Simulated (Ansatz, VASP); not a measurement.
# Two plane-wave programs on TiCo

The input INCAR:

```
SYSTEM = TiCo
ALGO = Fast ; EDIFF = 1E-6
ENCUT = 520 ; ISIF = 2
ISMEAR = 0 ; ISPIN = 2
LASPH = .True. ; LCHARG = .True.
LELF = .True. ; LMAXMIX = 4
LORBIT = 11 ; LREAL = .False.
LVHAR = .True. ; LWAVE = .False.
MAGMOM = 0 0.27 ; NBANDS = 22
NELM = 150 ; PREC = Accurate
SIGMA = 0.05
```

File KPOINTS:

```
k-points
0
Gamma
  16 16 16
  0 0 0
```

The input POSCAR:

```
TiCo
1.0
    2.9212837982      0.0000000000      0.0000000000
    0.0000000000      2.9212837982      0.0000000000
    0.0000000000      0.0000000000      2.9212837982
Ti Co
1 1
Direct
    0.0000000000      0.0000000000      0.0000000000
    0.5000000000      0.5000000000      0.5000000000
```

Input for Ansatz:

```yaml
crystal:
  lattice:
    - [2.9212837982, 0.0, 0.0]
    - [0.0, 2.9212837982, 0.0]
    - [0.0, 0.0, 2.9212837982]
  atoms:
    - { symbol: Ti, position: [0.0, 0.0, 0.0] }
    - { symbol: Co, position: [0.5, 0.5, 0.5], spin: 0.27 }
basis:
  ecutwfc: 420
  ecutrho_ratio: 4
kpoints:
  mp_grid: { grid: [16, 16, 16] }
hamiltonian:
  xc: lda
scf:
  occupations: { method: gaussian, width: 0.05 }
output:
  forces: true
  stress: true
  eigenvalues: true
  populations: true
magnetization:
  spin_polarized: true
```

Alike in both runs: task single point; functional LDA; k mesh 16 × 16 × 16; occupations gaussian, width 0.05 eV; collinear spin.

```csv
,VASP,Ansatz
version,VASP 6.6.1,Ansatz 0.2.0
potentials or method,"VASP PAW LDA potentials, release 64 (Ti_sv, Co), cutoff 520 eV","scalar-relativistic, plane waves, PAW"
valence electrons in the cell,21,29
```

```csv
,VASP,Ansatz,Ansatz less VASP
gap on the k mesh at the Fermi level (eV),none,none,-
pressure (GPa),-4.3,-3.9,+0.38
net moment per atom (μB),0.00,0.13,+0.132
size of the moment on the site where the two differ most (μB),0.00,0.27,+0.269
```

The net moments are unlike, so the other rows may belong to different states. LDA's correlation is that of Perdew and Zunger in VASP and of Perdew and Wang (1992) in Ansatz. Site moments also hang on the region over which each program counts them. A gap of «none» marks a metal or a gap that the smearing closes. VASP's potentials hold 21 valence electrons a cell and Ansatz's 29, so a difference there can come from the potentials and not from the codes.
